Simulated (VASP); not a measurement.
A run of VASP 6.6.1 is set up as follows.

POSCAR

```
Al
1.0
    9.0000000000      0.0000000000      0.0000000000
    0.0000000000      9.3000000000      0.0000000000
    0.0000000000      0.0000000000      2.4882672984
Al
1
Direct
    0.5000000000      0.5000000000      0.0000000000
```

The input INCAR.step1:

```
ALGO     = Normal         # electronic algorithm
EDIFF    = 1E-4           # SCF threshold, eV
ENCUT    = 520            # plane-wave cutoff, eV
GGA      = PE             # functional
ISMEAR   = 0              # smearing method
ISPIN    = 2              # spin polarisation
LASPH    = True           # aspherical terms in the spheres
LCHARG   = False          # write CHGCAR
LREAL    = False          # projectors in reciprocal space
LWAVE    = True           # write WAVECAR
MAGMOM   = 0.5            # initial moments
NBANDS   = 12             # bands
NELM     = 150            # most SCF steps
PREC     = Accurate       # precision mode
SIGMA    = 0.05           # smearing width, eV
```

Contents of INCAR.step2:

```
ALGO     = Normal         # electronic algorithm
EDIFF    = 1E-7           # SCF threshold, eV
ENCUT    = 520            # plane-wave cutoff, eV
ISIF     = 2              # what is computed and relaxed
ISMEAR   = 0              # smearing method
ISPIN    = 2              # spin polarisation
ISTART   = 1            
LASPH    = True           # aspherical terms in the spheres
LCHARG   = False          # write CHGCAR
LMIXTAU  = True         
LORBIT   = 11             # projections on sites
LREAL    = False          # projectors in reciprocal space
LWAVE    = False          # write WAVECAR
MAGMOM   = 0.5            # initial moments
METAGGA  = R2SCAN         # meta-GGA
NBANDS   = 12             # bands
NELM     = 150            # most SCF steps
PREC     = Accurate       # precision mode
SIGMA    = 0.05           # smearing width, eV
```

The input KPOINTS:

```
k-points
0
Gamma
  1 1 25
```

Potentials or basis: VASP PAW PBE potentials, release 64 (Al).

Launch:

```bash
$ cat potpaw_PBE.64/Al/POTCAR > POTCAR
$ cp INCAR.step1 INCAR
$ mpirun -np 1 vasp_std > vasp.out
$ cp INCAR.step2 INCAR
$ mpirun -np 1 vasp_std > vasp.out
```

Task: What does it give for the net moment?

Result: 0.12 μB per cell.
